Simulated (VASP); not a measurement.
# Zn (P6_3/mmc) in VASP: a series of runs

Zn is run at these levels: PBEsol; tasks: electric field gradients.

All numbers are computed with VASP 6.6.1; they aren't measurements. Logs are shortened: lines on timing, memory, paths and dates and some standing lists are left out, and cuts for length are marked.

## Step 1: The cell of the first run

The structure is hexagonal, space group P6_3/mmc (No. 194). The conventional cell has a = 2.585 Å, b = 2.585 Å, c = 4.947 Å, α = 90.00°, β = 90.00°, γ = 120.00°. Within 3.4 Å of Zn (site symmetry -6m2) lie 12 Zn at 2.58 to 2.89 Å.

## Step 2: Electric field gradients, PBEsol (equal xx and yy strain of -3 %)

INCAR reads:

```
ALGO = Normal
EDIFF = 1E-8
ENCUT = 520
GGA = PS
ISIF = 2
ISMEAR = -1
LASPH = T
LCHARG = F
LEFG = T
LREAL = F
LWAVE = F
NBANDS = 19
NELM = 60
PREC = Accurate
SIGMA = 0.03
```

KPOINTS reads:

```
k-points
0
Gamma
  18 18 8
```

POSCAR reads:

```
Zn
1.0
    2.5848541116      0.0000000000      0.0000000000
   -1.2924270558      2.2385493257      0.0000000000
    0.0000000000      0.0000000000      4.9467000000
Zn
2
Direct
    0.3333333333      0.6666666667      0.2500000000
    0.6666666667      0.3333333333      0.7500000000
```

Potentials or basis: VASP PAW PBE potentials, release 64 (Zn).

On the command line:

```
> cat potpaw_PBE.64/Zn/POTCAR > POTCAR
> mpirun -np 1 vasp_std > vasp.out
```

OUTCAR:

```text
EDIFF = 1E-8
   ENCUT = 520
   GGA = PS
   ISIF = 2
   ISMEAR = -1
   LASPH = T
   LREAL = F
   NELM = 60
   PREC = Accurate

 ion  position               nearest neighbor table
   1  0.333  0.667  0.250-   2 2.89   2 2.89   2 2.89   2 2.89   2 2.89   2 2.89
   2  0.667  0.333  0.750-   1 2.89   1 2.89   1 2.89   1 2.89   1 2.89   1 2.89

  LATTYP: Found a hexagonal cell.
 ALAT       =     2.5848541116
 C/A-ratio  =     1.9137250253

  Lattice vectors:

 A1 = (   2.5848541116,   0.0000000000,   0.0000000000)
 A2 = (  -1.2924270558,   2.2385493257,   0.0000000000)
 A3 = (   0.0000000000,   0.0000000000,   4.9467000000)

Analysis of symmetry for initial positions (statically):
=====================================================================
 Subroutine PRICEL returns:
 Original cell was already a primitive cell.

 Routine SETGRP: Setting up the symmetry group for a
 hexagonal supercell.

 Subroutine GETGRP returns: Found 24 space group operations
 (whereof 12 operations were pure point group operations)
 out of a pool of 24 trial point group operations.

The static configuration has the point symmetry D_3d.
 The point group associated with its full space group is D_6h.

Analysis of symmetry for dynamics (positions and initial velocities):
=====================================================================
 Subroutine PRICEL returns:
 Original cell was already a primitive cell.

 Routine SETGRP: Setting up the symmetry group for a
 hexagonal supercell.

 Subroutine GETGRP returns: Found 24 space group operations
 (whereof 12 operations were pure point group operations)
 out of a pool of 24 trial point group operations.

The dynamic configuration has the point symmetry D_3d.
 The point group associated with its full space group is D_6h.

 Subroutine INISYM returns: Found 24 space group operations
 (whereof 12 operations are pure point group operations),
 and found     1 'primitive' translations

----------------------------------------------------------------------------------------

                                     Primitive cell

  volume of cell :      28.6232

  direct lattice vectors                    reciprocal lattice vectors
[... 123 lines left out ...]
   NGX =  9   NGY =  9   NGZ = 19

 number of electron      24.0000011 magnetization

 Free energy of the ion-electron system (eV)
  ---------------------------------------------------
  ext. energy  EPLUGINS =         0.00000000
  ---------------------------------------------------
  free energy    TOTEN  =        -3.17104252 eV

  energy without entropy =       -3.16998137  energy(sigma->0) =       -3.17051195

 E-fermi :   3.4313     XC(G=0): -12.0169

 val. band max:        3.4205697639   @ k =   0.2222   0.2222   0.0000
 cond. band min:       3.4533556769   @ k =   0.2778   0.1667   0.0000
 fundamental gap:      0.0327859130
 Fermi energy:         3.4312937303

 k-point     1 :       0.0000    0.0000    0.0000
  band No.  band energies     occupation
      1      -7.5422      2.00000
      2      -5.5813      2.00000
      3      -4.7543      2.00000
      4      -4.4590      2.00000
      5      -4.4590      2.00000
      6      -4.4100      2.00000
[... 505 lines left out ...]
      6      -4.2830      2.00000
[... 11 lines left out ...]
     18      17.0287      0.00000
     19      18.3360      0.00000

 [... further k-points ...]

------------------------ aborting loop because EDIFF is reached ----------------------------------------

  FORCE on cell =-STRESS in cart. coord.  units (eV):
  Direction    XX          YY          ZZ          XY          YZ          ZX
  --------------------------------------------------------------------------------------
  -------------------------------------------------------------------------------------
  Total        0.1543174      0.1543174     -0.0428654      0.0000000      0.0000000      0.0000000
  in kB        8.6378816      8.6378816     -2.3993832      0.0000000      0.0000000      0.0000000
  external PRESSURE =       4.9587933 kB  Pullay stress =       0.0000000 kB

 VOLUME and BASIS-vectors are now :
 -----------------------------------------------------------------------------
  energy-cutoff  :      520.00
  volume of cell :       28.62
      direct lattice vectors                 reciprocal lattice vectors
     2.584854112  0.000000000  0.000000000     0.386869029  0.223358938  0.000000000
    -1.292427056  2.238549326  0.000000000     0.000000000  0.446717876  0.000000000
     0.000000000  0.000000000  4.946700000     0.000000000  0.000000000  0.202154972

 POSITION                                       TOTAL-FORCE (eV/Angst)
 -----------------------------------------------------------------------------------
     -0.00000      1.49237      1.23667        -0.000000      0.000000      0.000000
      1.29243      0.74618      3.71002         0.000000     -0.000000      0.000000
 -----------------------------------------------------------------------------------
    total drift:                                0.000000     -0.000000      0.000000

  FREE ENERGIE OF THE ION-ELECTRON SYSTEM (eV)
  ---------------------------------------------------
  free  energy   TOTEN  =        -3.1710425193 eV

  energy  without entropy=       -3.1699813742  energy(sigma->0) =       -3.17051195

 Electric field gradients (V/A^2)
---------------------------------------------------------------------
 ion       V_xx      V_yy      V_zz      V_xy      V_xz      V_yz
---------------------------------------------------------------------
   1     -23.872   -23.876    47.748    -0.003     0.000    -0.000
   2     -23.872   -23.876    47.748    -0.003    -0.000     0.000
---------------------------------------------------------------------

 Electric field gradients after diagonalization (V/A^2)
 (convention: |V_zz| > |V_xx| > |V_yy|)
----------------------------------------------------------------------
 ion       V_xx      V_yy      V_zz     asymmetry (V_yy - V_xx)/ V_zz
----------------------------------------------------------------------
   1     -23.878   -23.870    47.748       0.000
   2     -23.878   -23.870    47.748       0.000
----------------------------------------------------------------------

           NMR quadrupolar parameters

 Cq : quadrupolar parameter    Cq=e*Q*V_zz/h
 eta: asymmetry parameters     (V_yy - V_xx)/ V_zz
 Q  : nuclear electric quadrupole moment in mb (millibarn)
----------------------------------------------------------------------
 ion       Cq(MHz)       eta       Q (mb)
----------------------------------------------------------------------
   1       0.115       0.000       1.000
   2       0.115       0.000       1.000
----------------------------------------------------------------------
```

stdout:

```text
POSCAR found type information on POSCAR Zn
 POSCAR found :  1 types and       2 ions
 scaLAPACK will be used
 -----------------------------------------------------------------------------
|                                                                             |
|                                                                             |
|     You enforced a specific xc type in the INCAR file but a different       |
|     I HOPE YOU KNOW WHAT YOU ARE DOING!                                     |
|                                                                             |
 -----------------------------------------------------------------------------

 LDA part: xc-table for (Slater+PW92), standard interpolation
 POSCAR, INCAR and KPOINTS ok, starting setup
 FFT: planning ... GRIDC
 FFT: planning ... GRID_SOFT
 FFT: planning ... GRID
 WAVECAR not read
 entering main loop
ion   1

ion   2
```

It took 2.7 min on 1 thread of AMD EPYC 7R13, shared host; peak memory 0.17 GiB.

Results:

```
Free energy            : -3.1710 eV
Pressure               : 0.5 GPa
Band gap on the k mesh : zero (band 12 reaches 5.15 eV, above the bottom of band 13 at 0.04 eV)
```

Stress tensor (GPa, compression positive):
```
 0.86  0.00  0.00
 0.00  0.86  0.00
 0.00  0.00 -0.24
```

Electric field gradients, principal values (V/Å²):
```csv
atom,least,middle,greatest (by size)
1 Zn,-23.870,-23.878,47.748
2 Zn,-23.870,-23.878,47.748
```

Caveat: the cell differs from its parent crystal (equal xx and yy strain of -3 %); without QUAD_EFG the Cq values of the log hold for a quadrupole moment of 1 mb, not for the nuclei; the PAW data sets were made with another functional, which shifts forces and pressure a little.

## Step 3: Electric field gradients, PBEsol (equal xx and yy strain of +2 %)

INCAR reads:

```
SYSTEM = Zn
PREC     = Accurate       ! precision mode
ENCUT    = 520            ! plane-wave cutoff, eV
EDIFF    = 1E-8           ! SCF threshold, eV
ISMEAR   = -1             ! smearing method
SIGMA    = 0.03           ! smearing width, eV
LREAL    = .False.        ! projectors in reciprocal space
LASPH    = .True.         ! aspherical terms in the spheres
NELM     = 80             ! most SCF steps
ALGO     = Normal         ! electronic algorithm
ISIF     = 2              ! what is computed and relaxed
LWAVE    = .False.        ! write WAVECAR
LCHARG   = .False.        ! write CHGCAR
GGA      = PS             ! functional
LEFG     = .True.       
NBANDS   = 19             ! bands
```

KPOINTS reads:

```
Automatic mesh
0
Gamma
  18 18 8
  0 0 0
```

POSCAR reads:

```
Zn
1.0
    2.7180940143      0.0000000000      0.0000000000
   -1.3590470071      2.3539384662      0.0000000000
    0.0000000000      0.0000000000      4.9467000000
Zn
2
Direct
    0.3333333333      0.6666666667      0.2500000000
    0.6666666667      0.3333333333      0.7500000000
```

Potentials or basis: VASP PAW PBE potentials, release 64 (Zn).

On the command line:

```
> cat potpaw_PBE.64/Zn/POTCAR > POTCAR
> mpirun -np 1 vasp_std > vasp.out
```

OUTCAR:

```text
SYSTEM = Zn
   PREC = Accurate
   ENCUT = 520
   EDIFF = 1E-8
   ISMEAR = -1
   LREAL = .False.
   LASPH = .True.
   NELM = 80
   ISIF = 2
   GGA = PS

 ion  position               nearest neighbor table
   1  0.333  0.667  0.250-   2 2.93   2 2.93   2 2.93   2 2.93   2 2.93   2 2.93
   2  0.667  0.333  0.750-   1 2.93   1 2.93   1 2.93   1 2.93   1 2.93   1 2.93

  LATTYP: Found a hexagonal cell.
 ALAT       =     2.7180940143
 C/A-ratio  =     1.8199149750

  Lattice vectors:

 A1 = (   2.7180940143,   0.0000000000,   0.0000000000)
 A2 = (  -1.3590470071,   2.3539384662,   0.0000000000)
[... 742 lines left out ...]
  free  energy   TOTEN  =        -3.0850205185 eV

  energy  without entropy=       -3.0836792634  energy(sigma->0) =       -3.08434989

 Electric field gradients (V/A^2)
---------------------------------------------------------------------
 ion       V_xx      V_yy      V_zz      V_xy      V_xz      V_yz
---------------------------------------------------------------------
   1     -13.595   -13.586    27.182     0.008     0.000    -0.000
   2     -13.595   -13.586    27.182     0.008    -0.000     0.000
---------------------------------------------------------------------

 Electric field gradients after diagonalization (V/A^2)
 (convention: |V_zz| > |V_xx| > |V_yy|)
----------------------------------------------------------------------
 ion       V_xx      V_yy      V_zz     asymmetry (V_yy - V_xx)/ V_zz
----------------------------------------------------------------------
   1     -13.600   -13.582    27.182       0.001
   2     -13.600   -13.582    27.182       0.001
----------------------------------------------------------------------

           NMR quadrupolar parameters

 Cq : quadrupolar parameter    Cq=e*Q*V_zz/h
 eta: asymmetry parameters     (V_yy - V_xx)/ V_zz
 Q  : nuclear electric quadrupole moment in mb (millibarn)
----------------------------------------------------------------------
 ion       Cq(MHz)       eta       Q (mb)
----------------------------------------------------------------------
   1       0.066       0.001       1.000
   2       0.066       0.001       1.000
----------------------------------------------------------------------
```

Wall time 2.3 min (1 thread of AMD EPYC 7R13, shared host); peak memory 0.18 GiB.

What came out:

```
Free energy            : -3.0850 eV
Pressure               : -7.4 GPa
Band gap on the k mesh : zero (band 12 reaches 4.12 eV, above the bottom of band 13 at -0.17 eV)
```

Stress tensor (GPa, compression positive):
```
-8.42  0.00  0.00
 0.00 -8.42  0.00
 0.00  0.00 -5.40
```

Levels at points of the mesh, in eV from the Fermi level:
```csv
k point,band 10,band 11,band 12,band 13,band 14,band 15
"(0.00, 0.00, 0.00)",-7.09,-7.09,-3.46,-2.93,13.80,16.38
"(0.50, 0.00, 0.00)",-6.92,-2.89,-2.35,2.55,3.38,3.85
"(0.00, 0.00, 0.50)",-7.18,-7.18,-7.18,4.73,4.73,17.66
"(0.50, 0.00, 0.50)",-6.93,-1.88,-1.88,-0.15,-0.15,10.01
```

Electric field gradients, principal values (V/Å²):
```
atom    least   middle  greatest (by size)
1 Zn  -13.582  -13.600              27.182
2 Zn  -13.582  -13.600              27.182
```

Caveat: the cell differs from its parent crystal (equal xx and yy strain of +2 %); without QUAD_EFG the Cq values of the log hold for a quadrupole moment of 1 mb, not for the nuclei; the PAW data sets were made with another functional, which shifts forces and pressure a little.

[end of part 1 of 2]
